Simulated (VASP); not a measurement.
# Si2Ni (Immm) in VASP: further runs

The runs below take Si2Ni through single point, with PBEsol.

All numbers are computed with VASP 6.6.1; they aren't measurements. Logs are shortened: lines on timing, memory, paths and dates and some standing lists are left out, and cuts for length are marked.

### Step 1. The cell of the first run

Symmetry: Immm, No. 71, orthorhombic system. The conventional cell has a = 3.526 Å, b = 4.098 Å, c = 5.391 Å, α = 90.00°, β = 90.00°, γ = 90.00°. Within 2.9 Å of Si (site symmetry mm2) lie 4 Ni at 2.22 to 2.45 Å and 6 Si at 2.70 Å. Ni (site symmetry mmm) has 8 Si at 2.22 to 2.45 Å within 2.9 Å.

### Step 2. Single point, PBEsol (strain -0.1500 x Voigt [0, 0, 0, 1, 0, 0])

File INCAR:

```
ALGO = Normal ; EDIFF = 1E-6
ENCUT = 520 ; GGA = PS
ISIF = 2 ; ISMEAR = 0
LASPH = True ; LCHARG = False
LREAL = False ; LWAVE = False
NBANDS = 16 ; NELM = 100
PREC = Accurate ; SIGMA = 0.15
```

File KPOINTS:

```
k-points
0
Gamma
  16 16 16
```

File POSCAR:

```
Si2Ni
1.0
    0.0000000000      2.4935269907      2.4935269907
    2.6957048548     -0.2021778641      2.6957048548
    2.6957048548      2.6957048548     -0.2021778641
Si Ni
2 1
Direct
    0.2500000000      0.2500000000      0.2500000000
    0.7500000000      0.7500000000      0.7500000000
    0.0000000000      0.0000000000      0.0000000000
```

Potentials or basis: VASP PAW PBE potentials, release 64 (Si, Ni).

Command:

```bash
cat potpaw_PBE.64/Si/POTCAR potpaw_PBE.64/Ni/POTCAR > POTCAR
mpirun -np 1 vasp_std > vasp.out
```

OUTCAR:

```text
EDIFF = 1E-6
   ENCUT = 520
   GGA = PS
   ISIF = 2
   ISMEAR = 0
   LASPH = True
   LREAL = False
   NELM = 100
   PREC = Accurate

 ion  position               nearest neighbor table
   1  0.250  0.250  0.250-   3 2.22   3 2.22   3 2.45   3 2.45   2 2.70   2 2.70   2 2.70   2 2.70
                             2 2.70   2 2.70
   2  0.750  0.750  0.750-   3 2.22   3 2.22   3 2.45   3 2.45   1 2.70   1 2.70   1 2.70   1 2.70
                             1 2.70   1 2.70
   3  0.000  0.000  0.000-   2 2.22   1 2.22   2 2.22   1 2.22   2 2.45   1 2.45   1 2.45   2 2.45

  LATTYP: Found a body centered orthorhombic cell.
 ALAT       =     3.5263796884
 B/A-ratio  =     1.1621621622
 C/A-ratio  =     1.5288795269

  Lattice vectors:

 A1 = (  -2.6957048548,   0.2021778641,  -2.6957048548)
 A2 = (  -2.6957048548,  -0.2021778641,   2.6957048548)
 A3 = (   2.6957048548,   2.6957048548,  -0.2021778641)

Analysis of symmetry for initial positions (statically):
=====================================================================
 Subroutine PRICEL returns:
 Original cell was already a primitive cell.

 Routine SETGRP: Setting up the symmetry group for a
 body centered orthorhombic supercell.

 Subroutine GETGRP returns: Found  8 space group operations
 (whereof  8 operations were pure point group operations)
 out of a pool of  8 trial point group operations.

The static configuration has the point symmetry D_2h.

Analysis of symmetry for dynamics (positions and initial velocities):
=====================================================================
 Subroutine PRICEL returns:
 Original cell was already a primitive cell.

 Routine SETGRP: Setting up the symmetry group for a
 body centered orthorhombic supercell.

 Subroutine GETGRP returns: Found  8 space group operations
 (whereof  8 operations were pure point group operations)
 out of a pool of  8 trial point group operations.

The dynamic configuration has the point symmetry D_2h.

 Subroutine INISYM returns: Found  8 space group operations
 (whereof  8 operations are pure point group operations),
 and found     1 'primitive' translations

----------------------------------------------------------------------------------------

                                     Primitive cell

  volume of cell :      38.9581

  direct lattice vectors                    reciprocal lattice vectors
     0.000000000  2.493526991  2.493526991    -0.185480246  0.200519185  0.200519185
     2.695704855 -0.202177864  2.695704855     0.185480246 -0.172539764  0.172539764
     2.695704855  2.695704855 -0.202177864     0.185480246  0.172539764 -0.172539764

  length of vectors
     3.526379688  3.817659652  3.817659652     0.338849242  0.306500998  0.306500998

  position of ions in fractional coordinates (direct lattice)
     0.250000000  0.250000000  0.250000000
     0.750000000  0.750000000  0.750000000
     0.000000000  0.000000000  0.000000000

  ion indices of the primitive-cell ions
   primitive index   ion index
                 1           1
                 2           2
                 3           3

----------------------------------------------------------------------------------------

 KPOINTS: k-points

Automatic generation of k-mesh.
 Grid dimensions read from file:
 generate k-points for:   16   16   16

 Generating k-lattice:

  Cartesian coordinates                     Fractional coordinates (reciprocal lattice)
    -0.011592515  0.012532449  0.012532449     0.062500000  0.000000000  0.000000000
     0.011592515 -0.010783735  0.010783735     0.000000000  0.062500000 -0.000000000
     0.011592515  0.010783735 -0.010783735     0.000000000 -0.000000000  0.062500000

  Length of vectors
     0.021178078  0.019156312  0.019156312

  Shift w.r.t. Gamma in fractional coordinates (k-lattice)
     0.000000000  0.000000000  0.000000000

 Subroutine IBZKPT returns following result:
 ===========================================

 Found    621 irreducible k-points:

 Following reciprocal coordinates:
            Coordinates               Weight
  0.000000  0.000000  0.000000      1.000000
  0.062500  0.000000 -0.000000      4.000000
  0.125000  0.000000 -0.000000      4.000000
  0.187500  0.000000  0.000000      4.000000
  0.250000  0.000000 -0.000000      4.000000
  0.312500  0.000000  0.000000      4.000000
[... 16 lines left out ...]
 -0.187500  0.062500  0.000000      8.000000
 -0.125000  0.062500 -0.000000      8.000000
 [... further k-points ...]
   k-points           NKPTS =    621   k-points in BZ     NKDIM =    621   number of bands    NBANDS=     16
   number of dos      NEDOS =    301   number of ions     NIONS =      3
   total plane-waves  NPLWV =  21952
   dimension x,y,z NGX =    28 NGY =   28 NGZ =   28
   dimension x,y,z NGXF=    56 NGYF=   56 NGZF=   56
   ions per type =               2   1
   NGX,Y,Z   is equivalent  to a cutoff of  13.20, 12.19, 12.19 a.u.
[... 36 lines left out ...]
   GGA     = PS    functional components
   LHFCALC =     F    Hartree Fock is set to
   AEXX    =    0.0000 exact exchange contribution
   IVDW    =     0    specifies the selected vdW correction
   LEPSILON=     F    determine dielectric tensor
   LRPA    =     F    only Hartree local field effects (RPA)
 non-spin polarized calculation
 Gauss-broadening in eV      SIGMA  =   0.15
  energy-cutoff  :      520.00
  volume of cell :       38.96
 maximum number of plane-waves:      1070
 NGX is ok and might be reduce to    28
   NGX = 13   NGY = 15   NGZ = 15

 number of electron      17.9999993 magnetization

 Free energy of the ion-electron system (eV)
  ---------------------------------------------------
  ext. energy  EPLUGINS =         0.00000000
  ---------------------------------------------------
  free energy    TOTEN  =       -18.66211313 eV

  energy without entropy =      -18.65198834  energy(sigma->0) =      -18.65705073

 E-fermi :  10.4074     XC(G=0): -11.7651

 val. band max:       10.4037191007   @ k =  -0.1875   0.4375   0.3125
 cond. band min:      10.4140152491   @ k =   0.1875   0.1250   0.0625
 fundamental gap:      0.0102961484
 Fermi energy:        10.4074157544

 k-point     1 :       0.0000    0.0000    0.0000
  band No.  band energies     occupation
      1      -3.4174      2.00000
      2       5.0158      2.00000
      3       5.1401      2.00000
      4       5.3636      2.00000
      5       6.8958      2.00000
      6       6.9765      2.00000
[... 8 lines left out ...]
     15      15.5004      0.00000
     16      15.8280      0.00000

 k-point     2 :       0.0625    0.0000   -0.0000
  band No.  band energies     occupation
      1      -3.3520      2.00000
      2       5.0381      2.00000
      3       5.1104      2.00000
      4       5.3135      2.00000
      5       6.8759      2.00000
      6       6.9541      2.00000
[... 8 lines left out ...]
     15      15.3608      0.00000
     16      15.3720      0.00000

 k-point     3 :       0.1250    0.0000   -0.0000
  band No.  band energies     occupation
      1      -3.1564      2.00000
      2       4.8789      2.00000
      3       5.1025      2.00000
      4       5.3241      2.00000
      5       6.8254      2.00000
      6       6.8955      2.00000
[... 8 lines left out ...]
     15      15.1549      0.00000
     16      16.0773      0.00000

 k-point     4 :       0.1875    0.0000    0.0000
  band No.  band energies     occupation
      1      -2.8328      2.00000
      2       4.4472      2.00000
      3       5.1997      2.00000
      4       5.4218      2.00000
      5       6.7655      2.00000
      6       6.8253      2.00000
[... 8 lines left out ...]
     15      15.3858      0.00000
     16      17.1786      0.00000
[... 324 lines left out ...]
 k-point    22 :      -0.2500    0.0625    0.0000
  band No.  band energies     occupation
      1      -2.1827      2.00000
      2       3.6349      2.00000
      3       5.2229      2.00000
      4       5.6245      2.00000
      5       6.6146      2.00000
      6       6.8874      2.00000
[... 8 lines left out ...]
     15      16.9813      0.00000
     16      18.1602      0.00000

 k-point    23 :      -0.1875    0.0625    0.0000
  band No.  band energies     occupation
      1      -2.6660      2.00000
      2       4.2012      2.00000
      3       5.1632      2.00000
      4       5.4905      2.00000
      5       6.6704      2.00000
      6       6.8914      2.00000
[... 8 lines left out ...]
     15      16.1709      0.00000
     16      17.0776      0.00000

 k-point    24 :      -0.1250    0.0625   -0.0000
  band No.  band energies     occupation
      1      -3.0267      2.00000
      2       4.6045      2.00000
      3       5.1303      2.00000
      4       5.3846      2.00000
      5       6.7538      2.00000
      6       6.9272      2.00000
[... 8 lines left out ...]
     15      15.6229      0.00000
     16      16.1539      0.00000

 [... further k-points ...]

------------------------ aborting loop because EDIFF is reached ----------------------------------------

  FORCE on cell =-STRESS in cart. coord.  units (eV):
  Direction    XX          YY          ZZ          XY          YZ          ZX
  --------------------------------------------------------------------------------------
  -------------------------------------------------------------------------------------
  Total        0.4899757      1.2791715      1.2791715      0.0000000      4.1780019      0.0000000
  in kB       20.1505949     52.6068315     52.6068315      0.0000000    171.8232772      0.0000000
  external PRESSURE =      41.7880860 kB  Pullay stress =       0.0000000 kB

 VOLUME and BASIS-vectors are now :
 -----------------------------------------------------------------------------
  energy-cutoff  :      520.00
  volume of cell :       38.96
      direct lattice vectors                 reciprocal lattice vectors
     0.000000000  2.493526991  2.493526991    -0.185480246  0.200519185  0.200519185
     2.695704855 -0.202177864  2.695704855     0.185480246 -0.172539764  0.172539764
     2.695704855  2.695704855 -0.202177864     0.185480246  0.172539764 -0.172539764

 POSITION                                       TOTAL-FORCE (eV/Angst)
 -----------------------------------------------------------------------------------
      1.34785      1.24676      1.24676         1.293776      0.000000      0.000000
      4.04356      3.74029      3.74029        -1.293776     -0.000000     -0.000000
      0.00000      0.00000      0.00000         0.000000     -0.000000     -0.000000
 -----------------------------------------------------------------------------------
    total drift:                               -0.000000     -0.000000      0.000000

  FREE ENERGIE OF THE ION-ELECTRON SYSTEM (eV)
  ---------------------------------------------------
  free  energy   TOTEN  =       -18.6621131263 eV

  energy  without entropy=      -18.6519883426  energy(sigma->0) =      -18.65705073
```

It took 8.8 min on 1 thread of Intel Xeon 8259CL, shared host; peak memory 0.47 GiB.

What came out:

* Free energy: -18.6621 eV
* Pressure: 4.2 GPa
* Largest force: 1.294 eV/Å
* Band gap on the k mesh: zero (bands 9 and 10 overlap by 2.68 eV)

Forces on the atoms (eV/Å):
```
Si   1.294  0.000  0.000
Si  -1.294  0.000  0.000
Ni   0.000  0.000  0.000
```

Caveat: the cell differs from its parent crystal (strain -0.1500 x Voigt [0, 0, 0, 1, 0, 0]); the cell stands under pressure; the PAW data sets were made with another functional, which shifts forces and pressure a little.

### Step 3. Single point, PBEsol (strain +0.1125 x Voigt [0, 0, 0, 1, 0, 0])

File INCAR:

```
SYSTEM = Si2Ni
ALGO = Normal
EDIFF = 1E-6
ENCUT = 520
GGA = PS
ISIF = 2
ISMEAR = 0
LASPH = .True.
LCHARG = .False.
LREAL = .False.
LWAVE = .False.
NBANDS = 16
NELM = 100
PREC = Accurate
SIGMA = 0.15
```

File KPOINTS:

```
k-points
0
Gamma
  16 16 16
  0 0 0
```

File POSCAR:

```
Si2Ni
1.0
    0.0000000000      2.8473382529      2.8473382529
    2.6957048548      0.1516333981      2.6957048548
    2.6957048548      2.6957048548      0.1516333981
Si Ni
2 1
Direct
    0.2500000000      0.2500000000      0.2500000000
    0.7500000000      0.7500000000      0.7500000000
    0.0000000000      0.0000000000      0.0000000000
```

Potentials or basis: VASP PAW PBE potentials, release 64 (Si, Ni).

Command:

```bash
cat potpaw_PBE.64/Si/POTCAR potpaw_PBE.64/Ni/POTCAR > POTCAR
mpirun -np 1 vasp_std > vasp.out
```

It took 8.8 min on 1 thread of Intel Xeon 8259CL, shared host; peak memory 0.47 GiB.

It converged, with:

```
Free energy            : -18.8031 eV
Pressure               : 2.4 GPa
Largest force          : 0.918 eV/Å
Band gap on the k mesh : zero (bands 9 and 10 overlap by 2.44 eV)
```

Forces on the atoms (eV/Å):
```
Si  -0.918  0.000  0.000
Si   0.918  0.000  0.000
Ni   0.000  0.000  0.000
```

Stress tensor (GPa, compression positive):
```
  0.80   0.00   0.00
  0.00   3.17 -13.04
  0.00 -13.04   3.17
```

Levels at points of the mesh, in eV from the Fermi level:
| k point | band 6 | band 7 | band 8 | band 9 | band 10 | band 11 | band 12 | band 13 |
| --- | --- | --- | --- | --- | --- | --- | --- | --- |
| (0.00, 0.00, 0.00) | -3.47 | -0.60 | 1.28 | 1.67 | 1.67 | 2.50 | 2.88 | 3.00 |
| (0.50, 0.00, 0.00) | -3.33 | -3.31 | -1.25 | -0.71 | 1.91 | 2.37 | 2.42 | 3.41 |
| (0.00, 0.50, 0.00) | -3.32 | -3.30 | -1.82 | -1.63 | 1.41 | 1.48 | 1.60 | 2.74 |
| (0.50, 0.50, 0.00) | -3.63 | -3.58 | -3.41 | -3.12 | -0.33 | 1.43 | 7.51 | 8.04 |
| (0.00, 0.50, 0.50) | -3.52 | -3.46 | -3.41 | -3.08 | -0.56 | 1.85 | 8.02 | 8.48 |

Caveat: the cell differs from its parent crystal (strain +0.1125 x Voigt [0, 0, 0, 1, 0, 0]); the PAW data sets were made with another functional, which shifts forces and pressure a little.

### Step 4. Single point, PBEsol (strain +0.1312 x Voigt [0, 0, 0, 1, 0, 0])

File INCAR:

```
PREC = Accurate
ENCUT = 520
EDIFF = 1E-6
ISMEAR = 0
SIGMA = 0.15
LREAL = F
LASPH = T
NELM = 60
ALGO = Normal
ISIF = 2
LWAVE = F
LCHARG = T
GGA = PS
LELF = T
LVHAR = T
NBANDS = 16
```

File KPOINTS:

```
regular mesh
0
Gamma
  16 16 16
```

File POSCAR:

```
Si2Ni
1.0
    0.0000000000      2.8725430933      2.8725430933
    2.6957048548      0.1768382385      2.6957048548
    2.6957048548      2.6957048548      0.1768382385
Si Ni
2 1
Direct
    0.2500000000      0.2500000000      0.2500000000
    0.7500000000      0.7500000000      0.7500000000
    0.0000000000      0.0000000000      0.0000000000
```

Command:

```bash
cat potpaw_PBE.64/Si/POTCAR potpaw_PBE.64/Ni/POTCAR > POTCAR
mpirun -np 1 vasp_std > vasp.out
```

Wall time 9.3 min (1 thread of Intel Xeon 8259CL, shared host); peak memory 0.47 GiB.

It converged, with:

| Quantity | Value |
| --- | --- |
| Free energy | -18.7378 eV |
| Pressure | 3.2 GPa |
| Largest force | 1.100 eV/Å |
| Band gap on the k mesh | zero (bands 9 and 10 overlap by 2.58 eV) |

Forces on the atoms (eV/Å):
```
Si  -1.100  0.000  0.000
Si   1.100  0.000  0.000
Ni   0.000  0.000  0.000
```

Stress tensor (GPa, compression positive):
```
  1.32   0.00   0.00
  0.00   4.16 -15.10
  0.00 -15.10   4.16
```

Levels at points of the mesh, in eV from the Fermi level:
| k point | band 7 | band 8 | band 9 | band 10 | band 11 | band 12 |
| --- | --- | --- | --- | --- | --- | --- |
| (0.00, 0.00, 0.00) | -0.72 | 1.22 | 1.59 | 1.64 | 2.65 | 3.06 |
| (0.50, 0.00, 0.00) | -3.29 | -1.22 | -0.55 | 1.91 | 2.49 | 2.54 |
| (0.00, 0.50, 0.00) | -3.28 | -1.85 | -1.66 | 1.33 | 1.47 | 1.59 |
| (0.50, 0.50, 0.00) | -3.56 | -3.39 | -3.12 | -0.31 | 1.46 | 7.42 |
| (0.00, 0.50, 0.50) | -3.37 | -3.32 | -3.06 | -0.60 | 2.00 | 8.11 |

Caveat: the cell differs from its parent crystal (strain +0.1312 x Voigt [0, 0, 0, 1, 0, 0]); the cell stands under pressure; the PAW data sets were made with another functional, which shifts forces and pressure a little.

### Step 5. Single point, PBEsol (strain -0.0750 x Voigt [0, 0, 0, 1, 0, 0])

File INCAR:

```
PREC     = Accurate       # precision mode
ENCUT    = 520            # plane-wave cutoff, eV
EDIFF    = 1E-6           # SCF threshold, eV
ISMEAR   = 0              # smearing method
SIGMA    = 0.15           # smearing width, eV
LREAL    = F              # projectors in reciprocal space
LASPH    = T              # aspherical terms in the spheres
NELM     = 100            # most SCF steps
ALGO     = Normal         # electronic algorithm
ISIF     = 2              # what is computed and relaxed
LWAVE    = F              # write WAVECAR
LCHARG   = T              # write CHGCAR
GGA      = PS             # functional
LELF     = T              # ELF
LVHAR    = T            
NBANDS   = 16             # bands
```

KPOINTS is that of step 4.

File POSCAR:

```
Si2Ni
1.0
    0.0000000000      2.5946159227      2.5946159227
    2.6957048548     -0.1010889321      2.6957048548
    2.6957048548      2.6957048548     -0.1010889321
Si Ni
2 1
Direct
    0.2500000000      0.2500000000      0.2500000000
    0.7500000000      0.7500000000      0.7500000000
    0.0000000000      0.0000000000      0.0000000000
```

Command:

```bash
cat potpaw_PBE.64/Si/POTCAR potpaw_PBE.64/Ni/POTCAR > POTCAR
mpirun -np 1 vasp_std > vasp.out
```

Wall time 7.6 min (1 thread of Intel Xeon 8259CL, shared host); peak memory 0.47 GiB.

The run converged. Its results:

| Item | Value |
| --- | --- |
| Free energy | -18.9045 eV |
| Pressure | 1.1 GPa |
| Largest force | 0.584 eV/Å |
| Band gap on the k mesh | zero (bands 9 and 10 overlap by 2.19 eV) |

Forces on the atoms (eV/Å):
```
Si   0.584  0.000  0.000
Si  -0.584  0.000  0.000
Ni   0.000  0.000  0.000
```

Stress tensor (GPa, compression positive):
```
0.20 0.00 0.00
0.00 1.50 8.81
0.00 8.81 1.50
```

Levels at points of the mesh, in eV from the Fermi level:
| k point | band 6 | band 7 | band 8 | band 9 | band 10 | band 11 | band 12 | band 13 |
| --- | --- | --- | --- | --- | --- | --- | --- | --- |
| (0.00, 0.00, 0.00) | -3.52 | -0.40 | 1.39 | 1.70 | 1.84 | 2.20 | 2.55 | 2.74 |
| (0.50, 0.00, 0.00) | -3.35 | -3.34 | -1.74 | -1.57 | 1.53 | 1.56 | 1.64 | 2.64 |
| (0.00, 0.50, 0.00) | -3.37 | -3.35 | -1.32 | -1.00 | 1.89 | 2.15 | 2.17 | 3.09 |
| (0.50, 0.50, 0.00) | -3.65 | -3.62 | -3.45 | -3.14 | -0.37 | 1.38 | 7.64 | 8.22 |
| (0.00, 0.50, 0.50) | -3.80 | -3.50 | -3.48 | -3.12 | -0.48 | 1.57 | 7.88 | 8.40 |

Caveat: the cell differs from its parent crystal (strain -0.0750 x Voigt [0, 0, 0, 1, 0, 0]); the PAW data sets were made with another functional, which shifts forces and pressure a little. Spin polarisation is off, so any magnetic state and its effect on volume and gap are missing.

### Step 6. Overview

```tsv
cell	gap on the mesh (eV)	pressure (GPa)	largest force (eV/Å)
a = 3.526, b = 3.818, c = 3.818 Å, angles 64.9, 62.5, 62.5°, 3 atoms	none	4.2	1.29
a = 4.027, b = 3.815, c = 3.815 Å, angles 56.3, 58.1, 58.1°, 3 atoms	none	2.4	0.92
a = 4.062, b = 3.816, c = 3.816 Å, angles 55.6, 57.8, 57.8°, 3 atoms	none	3.2	1.10
a = 3.669, b = 3.814, c = 3.814 Å, angles 62.5, 61.2, 61.2°, 3 atoms	none	1.1	0.58
```

Alike in all rows: task single point; level PBEsol; potentials or basis VASP PAW PBE potentials, release 64 (Si, Ni); no spin polarisation; k mesh 16 × 16 × 16; cutoff (eV) 520; smearing gaussian 0.15 eV.

Caveats: the PAW data sets were made with another functional, which shifts forces and pressure a little; the cell stands under pressure (at least some runs).

Total energies depend on the potentials used, so only differences within one code and one set of settings carry meaning.
